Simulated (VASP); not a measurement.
# Zn8HO8 (a cell with a defect) in VASP: notebook

Runs on Zn8HO8 (a cell with a defect). Level: PBE. Tasks: single point.

Program: VASP 6.6.1. These are calculated values, not measurements. Logs are shortened: lines on timing, memory, paths and dates and some standing lists are left out, and cuts for length are marked.

## (1) The cell of the first run

The cell holds a defect, 17 atoms: a = 6.507 Å, b = 5.635 Å, c = 5.207 Å, α = 90.00°, β = 90.00°, γ = 90.00°.

## (2) Single point, PBE

File INCAR:

```
ALGO     = Normal         # electronic algorithm
EDIFF    = 1E-6           # SCF threshold, eV
ENCUT    = 520            # plane-wave cutoff, eV
GGA      = PE             # functional
ISIF     = 2              # what is computed and relaxed
ISMEAR   = -1             # smearing method
LASPH    = True           # aspherical terms in the spheres
LCHARG   = False          # write CHGCAR
LREAL    = Auto         
LWAVE    = False          # write WAVECAR
NBANDS   = 86             # bands
NELECT   = 144.0        
NELM     = 80             # most SCF steps
PREC     = Accurate       # precision mode
SIGMA    = 0.05           # smearing width, eV
```

File KPOINTS:

```
k-points
0
Gamma
  2 2 2
```

File POSCAR:

```
Zn8HO8
1.0
   -3.2533000000     -5.6348810000      0.0000000000
    4.8799500000     -2.8174400000      0.0000000000
    0.0000000000      0.0000000000      5.2073000000
Zn O H
8 8 1
Direct
    0.4847902498      0.3190658122      0.0286716496
    0.5729077058      0.5917826775      0.5745389128
    0.2325338162      0.8326288639     -0.0247435226
    0.2319413771      0.1891592701      0.5226401545
   -0.0164555168      0.3293792674      0.0148886525
    0.0005657239      0.6541039170      0.5129549317
    0.7409435105      0.8324517643      0.0238181047
    0.7467483704      0.1411250250      0.5251453408
    0.4943253457      0.3110780401      0.4036771518
    0.4885619788      0.6583458196      0.9158470659
    0.2268228645      0.8543257972      0.3717028116
    0.2352097151      0.1683212471      0.8954306841
   -0.0189237418      0.3286459329      0.3935506835
   -0.0162779904      0.6607936708      0.8892707671
    0.7427075906      0.8162529321      0.4009513970
    0.7351039665      0.1608339909      0.9011882258
    0.3700982341      0.8076828720      0.3932442891
```

Potentials or basis: VASP PAW PBE potentials, release 64 (Zn, O, H).

Command:

```console
> cat potpaw_PBE.64/Zn/POTCAR potpaw_PBE.64/O/POTCAR potpaw_PBE.64/H/POTCAR > POTCAR
> mpirun -np 1 vasp_std > vasp.out
```

OUTCAR:

```text
EDIFF = 1E-6
   ENCUT = 520
   GGA = PE
   ISIF = 2
   ISMEAR = -1
   LASPH = True
   LREAL = Auto
   NELECT = 144.0
   NELM = 80
   PREC = Accurate

 ion  position               nearest neighbor table
   1  0.485  0.319  0.029-   9 1.95  12 1.96  16 1.97  10 2.00   2 2.88
   2  0.573  0.592  0.575-   9 1.89  10 1.90  15 1.91   8 2.79   6 2.82   1 2.88   7 2.92
   3  0.233  0.833  0.975-  12 1.94  14 1.94  10 1.96  11 2.07   6 3.01
   4  0.232  0.189  0.523-  13 1.93   9 1.94  12 1.94  11 2.04   6 3.02
   5  0.984  0.329  0.015-  16 1.97  13 1.97  12 1.97  14 1.98
   6  0.001  0.654  0.513-  13 1.94  14 1.96  11 2.00  15 2.00   2 2.82   3 3.01   4 3.02
   7  0.741  0.832  0.024-  16 1.96  15 1.97  14 1.98  10 1.99   2 2.92
   8  0.747  0.141  0.525-  15 1.94  16 1.96  13 1.98   9 2.00   2 2.79
   9  0.494  0.311  0.404-   2 1.89   4 1.94   1 1.95   8 2.00
  10  0.489  0.658  0.916-   2 1.90   3 1.96   7 1.99   1 2.00
  11  0.227  0.854  0.372-  17 0.98   6 2.00   4 2.04   3 2.07
  12  0.235  0.168  0.895-   3 1.94   4 1.94   1 1.96   5 1.97
  13  0.981  0.329  0.394-   4 1.93   6 1.94   5 1.97   8 1.98
  14  0.984  0.661  0.889-   3 1.94   6 1.96   5 1.98   7 1.98
  15  0.743  0.816  0.401-   2 1.91   8 1.94   7 1.97   6 2.00
  16  0.735  0.161  0.901-   7 1.96   8 1.96   5 1.97   1 1.97
  17  0.370  0.808  0.393-  11 0.98

  LATTYP: Found a simple orthorhombic cell.
 ALAT       =     5.2073000000
 B/A-ratio  =     1.0821117795
 C/A-ratio  =     1.2495151217

  Lattice vectors:

 A1 = (   0.0000000000,   0.0000000000,  -5.2073000000)
 A2 = (   4.8799500000,  -2.8174400000,   0.0000000000)
 A3 = (  -3.2533000000,  -5.6348810000,   0.0000000000)

Analysis of symmetry for initial positions (statically):
=====================================================================
 Subroutine PRICEL returns:
 Original cell was already a primitive cell.

 Routine SETGRP: Setting up the symmetry group for a
 simple orthorhombic supercell.

 Subroutine GETGRP returns: Found  1 space group operations
 (whereof  1 operations were pure point group operations)
 out of a pool of  8 trial point group operations.

The static configuration has the point symmetry C_1 .

Analysis of symmetry for dynamics (positions and initial velocities):
=====================================================================
 Subroutine PRICEL returns:
 Original cell was already a primitive cell.

 Routine SETGRP: Setting up the symmetry group for a
 simple orthorhombic supercell.

 Subroutine GETGRP returns: Found  1 space group operations
 (whereof  1 operations were pure point group operations)
 out of a pool of  8 trial point group operations.

[... 114 lines left out ...]
   LREAL  =      T    real-space projection
   EDIFFG = 0.1E-04   stopping-criterion for IOM
   NSW    =      0    number of steps for IOM
   IBRION =     -1    ionic relax: 0-MD 1-quasi-New 2-CG
   NFREE  =      0    steps in history (QN), initial steepest desc. (CG)
   ISIF   =      2    stress and relaxation
   ISYM   =      2    0-nonsym 1-usesym 2-fastsym
   POTIM  = 0.5000    time-step for ionic-motion
   TEBEG  =    0.0;   TEEND  =   0.0 temperature during run
   PSTRESS=    0.0 pullay stress
   NELECT =     144.0000    total number of electrons
   NUPDOWN=      -1.0000    fix difference up-down
   EMIN   =  10.00;   EMAX   =-10.00  energy-range for DOS
   EFERMI =   0.00;   METHOD = LEGACY
   ISMEAR =    -1;   SIGMA  =   0.05  broadening in eV -4-tet -1-fermi 0-gaus
   EFERMI_NEDOS =   21; number of points for ismear=-14 and -15
   IALGO  =     38    algorithm
   IMIX   =      4    mixing-type and parameters
     AMIX     =   0.40;   BMIX     =  1.00
     AMIX_MAG =   1.60;   BMIX_MAG =  1.00
  volume/ion in A,a.u.               =      11.23        75.79
  Fermi-wavevector in a.u.,A,eV,Ry     =   1.490202  2.816074 30.214491  2.220702
  Thomas-Fermi vector in A             =   2.603014
   LORBIT       =      0    0 simple, 1 ext, 2 COOP (PROOUT), +10 PAW based schemes
   GGA     = PE    functional components
[... 5 lines left out ...]
 non-spin polarized calculation
  energy-cutoff  :      520.00
  volume of cell :      190.92
 maximum number of plane-waves:      5152
   NGX = 25   NGY = 21   NGZ = 19

 number of electron     144.0000031 magnetization

 Free energy of the ion-electron system (eV)
  ---------------------------------------------------
  ext. energy  EPLUGINS =         0.00000000
  ---------------------------------------------------
  free energy    TOTEN  =       -76.36968027 eV

  energy without entropy =      -76.36950761  energy(sigma->0) =      -76.36959394

 E-fermi :   1.6733     XC(G=0): -10.8627

 val. band max:        1.2966392577   @ k =   0.0000   0.0000   0.0000
 cond. band min:       2.0294250619   @ k =   0.0000   0.0000   0.0000
 fundamental gap:      0.7327858042
 Fermi energy:         1.6732975701

 k-point     1 :       0.0000    0.0000    0.0000
  band No.  band energies     occupation
      1     -18.4393      2.00000
      2     -16.8017      2.00000
      3     -16.3267      2.00000
      4     -16.2309      2.00000
      5     -16.2238      2.00000
      6     -15.9583      2.00000
[... 685 lines left out ...]
     83      10.1455      0.00000
     84      10.2244      0.00000
 [bands above 84 left out]

------------------------ aborting loop because EDIFF is reached ----------------------------------------

  FORCE on cell =-STRESS in cart. coord.  units (eV):
  Direction    XX          YY          ZZ          XY          YZ          ZX
  --------------------------------------------------------------------------------------
  -------------------------------------------------------------------------------------
  Total        5.0516072      3.1994085      5.8526676     -0.3766255     -0.7181148     -0.7080697
  in kB       42.3924699     26.8490450     49.1148708     -3.1605953     -6.0263312     -5.9420344
  external PRESSURE =      39.4521286 kB  Pullay stress =       0.0000000 kB

 VOLUME and BASIS-vectors are now :
 -----------------------------------------------------------------------------
  energy-cutoff  :      520.00
  volume of cell :      190.92
      direct lattice vectors                 reciprocal lattice vectors
    -3.253300000 -5.634881000  0.000000000    -0.076845039 -0.133099534  0.000000000
     4.879950000 -2.817440000  0.000000000     0.153690106 -0.088733022  0.000000000
     0.000000000  0.000000000  5.207300000     0.000000000  0.000000000  0.192038100

 POSITION                                       TOTAL-FORCE (eV/Angst)
 -----------------------------------------------------------------------------------
     -0.02014     -3.63068      0.14930         0.002434     -0.002772      0.000575
      1.02403     -4.89558      2.99180         0.017105     -0.009839     -0.000623
      3.30668     -3.65618      5.07845        -0.008251     -0.006550      0.005576
      0.16851     -1.83991      2.72154        -0.020284      0.011490     -0.012188
     -1.59241     -6.47016      0.07753         0.005003     -0.003480      0.001852
      3.19015     -1.84609      2.67111         0.007898     -0.028429     -0.012756
[... 9 lines left out ...]
     -1.60665     -4.59536      4.69276         0.002720     -0.000525      0.004899
      2.73741     -4.36106      2.04774        -0.066492     -0.066664      0.012209
 -----------------------------------------------------------------------------------
    total drift:                                0.015154     -0.010016      0.007137

  FREE ENERGIE OF THE ION-ELECTRON SYSTEM (eV)
  ---------------------------------------------------
  free  energy   TOTEN  =       -76.3696802737 eV

  energy  without entropy=      -76.3695076061  energy(sigma->0) =      -76.36959394
```

stdout:

```text
POSCAR found type information on POSCAR ZnO H
 POSCAR found :  3 types and      17 ions
 scaLAPACK will be used
 LDA part: xc-table for (Slater+PW92), standard interpolation
 POSCAR, INCAR and KPOINTS ok, starting setup
 FFT: planning ... GRIDC
 FFT: planning ... GRID_SOFT
 FFT: planning ... GRID
 WAVECAR not read
 entering main loop
 the old and the new charge density differ
 old charge density:   145.00000 new  144.00000
    0.296E+01
```

Run time: 5.1 min. Hardware: 1 thread of Intel Xeon Platinum 8259CL at 2.50GHz (Skylake/Cascade Lake), shared host; peak memory 0.31 GiB.

What came out:

| Property | Result |
| --- | --- |
| Free energy | -76.3697 eV |
| Largest force | 0.095 eV/Å |

Forces in eV/Å, atoms in the order of the input:
```
Zn   0.002 -0.003  0.001
Zn   0.017 -0.010 -0.001
Zn  -0.008 -0.007  0.006
Zn  -0.020  0.011 -0.012
Zn   0.005 -0.003  0.002
Zn   0.008 -0.028 -0.013
Zn   0.000  0.005 -0.002
Zn   0.001  0.000 -0.003
O   -0.028  0.022 -0.022
O    0.021  0.012  0.044
O    0.040  0.045 -0.010
O    0.006 -0.007  0.011
O    0.000  0.023 -0.009
O    0.000  0.020  0.009
O    0.020 -0.012 -0.019
O    0.003 -0.001  0.005
H   -0.066 -0.067  0.012
```

Caveat: the k points lie up to 0.60 Å⁻¹ apart; the cell carries a net charge on a neutralising background, which shifts energy and pressure; the cell is charged against a uniform background, so pressure and absolute levels hang on convention.

## (3) Single point, PBE

File INCAR:

```
ALGO = Normal
EDIFF = 1E-7
ENCUT = 520
GGA = PE
ISIF = 2
ISMEAR = -1
LASPH = True
LCHARG = False
LREAL = Auto
LWAVE = False
NBANDS = 86
NELECT = 144.0
NELM = 100
PREC = Accurate
SIGMA = 0.05
```

KPOINTS is that of step 2.

File POSCAR:

```
Zn8HO8
1.0
   -3.2533000000     -5.6348810000      0.0000000000
    4.8799500000     -2.8174400000      0.0000000000
    0.0000000000      0.0000000000      5.2073000000
Zn O H
8 8 1
Direct
    0.5241325363      0.3277001568      0.0043208573
    0.5833947945      0.5657759373      0.6177289574
    0.2248093674      0.8542243906     -0.0448793041
    0.2097061948      0.1852144312      0.4819388167
   -0.0235708994      0.3607243502      0.0427860888
    0.0538836290      0.6713797499      0.5143164404
    0.7374655566      0.8295365107      0.0573233730
    0.7224440761      0.1650482715      0.5040039944
    0.4905934069      0.2484754005      0.3558850076
    0.4748360886      0.6582412211      0.9771858737
    0.2982071636      0.8069872366      0.3738021623
    0.2056331618      0.1850195935      0.8236130048
   -0.0232295500      0.3631650540      0.4143606091
   -0.0135241238      0.6596792934      0.9285810305
    0.7480927720      0.8172973525      0.4438576614
    0.7465725598      0.1531008532      0.9169243178
    0.4218120612      0.8673615874      0.4482361300
```

Potentials or basis: VASP PAW PBE potentials, release 64 (Zn, O, H).

Command:

```console
> cat potpaw_PBE.64/Zn/POTCAR potpaw_PBE.64/O/POTCAR potpaw_PBE.64/H/POTCAR > POTCAR
> mpirun -np 1 vasp_std > vasp.out
```

Wall time 5 min (1 thread of Intel Xeon Platinum 8259CL at 2.50GHz (Skylake/Cascade Lake), shared host); peak memory 0.31 GiB.

It converged, with:

| Item | Value |
| --- | --- |
| Free energy | -72.4438 eV |
| Largest force | 4.157 eV/Å |

Forces on the atoms (eV/Å):
```
Zn   1.148  2.103  0.300
Zn   1.113 -0.339 -0.971
Zn   0.376 -0.981  0.467
Zn  -1.121 -0.818 -1.704
Zn  -2.516  0.801 -0.742
Zn   1.344  0.747  0.990
Zn   0.046 -0.059  0.133
Zn  -2.864 -1.810  1.993
O    2.704  1.236  0.510
O   -0.222 -0.790 -2.028
O    1.023  1.764 -0.236
O   -1.002 -0.372  4.018
O    0.055  1.558 -0.518
O    2.040 -0.935 -1.411
O   -0.890 -0.184  0.077
O   -1.148 -0.668 -1.125
H   -0.086 -1.253  0.246
```

Levels at points of the mesh, in eV from the Fermi level:
```tsv
k point	band 70	band 71	band 72	band 73	band 74	band 75
(0.00, 0.00, 0.00)	-0.54	-0.38	-0.20	0.19	3.66	4.31
(0.50, 0.00, 0.00)	-0.82	-0.69	-0.58	1.78	2.37	5.08
(0.00, 0.50, 0.00)	-0.89	-0.53	-0.39	2.00	2.64	4.08
(0.50, 0.50, 0.00)	-0.93	-0.79	-0.66	2.43	3.52	3.74
(0.00, 0.00, 0.50)	-0.85	-0.50	-0.40	2.09	2.80	3.77
(0.50, 0.00, 0.50)	-0.95	-0.86	-0.52	2.50	3.52	3.86
(0.00, 0.50, 0.50)	-0.95	-0.75	-0.74	2.24	3.54	3.97
(0.50, 0.50, 0.50)	-1.04	-0.87	-0.64	2.34	3.93	4.33
```

Caveat: the k points lie up to 0.60 Å⁻¹ apart; the cell carries a net charge on a neutralising background, which shifts energy and pressure; the cell is charged against a uniform background, so pressure and absolute levels hang on convention; the atoms stand as in a frame of molecular dynamics.
